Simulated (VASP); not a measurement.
Wanted: the native input for a VASP 6.6.1 run.

* Task: single point
* Functional: LDA
* Potentials or basis: VASP PAW LDA potentials, release 64 (O, H, Li_sv, Cl)
* Cutoff: 520 eV
* k mesh: 1 × 1 × 1
* Occupations: fermi-dirac, width 0.002 eV
* Spin: no spin polarisation
* Dipole correction: no
* Further INCAR settings: LREAL = Auto; ALGO = Normal; EDIFF = 1e-06; NBANDS = 45

The structure of LiH12ClO6 lies in POSCAR:

```
LiH12ClO6
1.0
    5.6378390000      0.0000000000      0.0000000000
    0.0000000000      5.6378390000      0.0000000000
    0.0000000000      0.0000000000      5.6378390000
O H Li Cl
6 12 1 1
Direct
    0.8121906284      0.1649922958      0.5912726490
    0.1464745623      0.3950804555      0.8180794095
    0.3927213956      0.2410320692      0.1636087870
    1.0226790797      0.8960525478     -0.0117066131
    0.9781584753      0.4041087374      0.2616605405
    0.1846806906      0.7669073203      0.4092702896
    0.6930137593      0.2681878642      0.6634989045
    0.7577016655      0.0003192713      0.5746882804
    0.1045790772      0.2609510488      0.7134116458
    0.0179856147      0.4042861103      0.9402184064
    0.4094653998      0.0660004658      0.1491883681
    0.3620358794      0.3048863226      0.0021994243
    1.0878813673      0.8851441128      0.1579151161
    0.8621033697      0.8257596572     -0.0152185971
    1.1255731141      0.3158479694      0.2306202784
    0.8675487186      0.2960354136      0.3555440303
    0.3590737515      0.7459595778      0.4204979958
    0.0926773539      0.6054447458      0.3546039537
    0.1847516398      0.7223512413      0.7182007148
    0.6110142556      0.6640842351      0.7296590059
```

One way to write it, as run:

INCAR

```
ALGO = Normal ; EDIFF = 1E-6
ENCUT = 520 ; GGA = CA
ISIF = 2 ; ISMEAR = -1
LASPH = True ; LCHARG = False
LREAL = Auto ; LWAVE = False
NBANDS = 45 ; NELM = 100
PREC = Accurate ; SIGMA = 0.002
```

KPOINTS

```
k-points
0
Gamma
  1 1 1
```

Potentials or basis: VASP PAW LDA potentials, release 64 (O, H, Li_sv, Cl).

The run is started by

```sh
$ cat potpaw_LDA.64/O/POTCAR potpaw_LDA.64/H/POTCAR potpaw_LDA.64/Li_sv/POTCAR potpaw_LDA.64/Cl/POTCAR > POTCAR
$ mpirun -np 1 vasp_gam > vasp.out
```

Results of the run:

```yaml
Largest_force: 1.532 eV/Å
Band_gap_on_the_k_mesh: 4.34 eV
```

Caveat: the k points lie up to 1.11 Å⁻¹ apart.

Wall time 16 s on 1 thread of AMD EPYC 7R13 (shared host), peak memory 0.17 GiB.
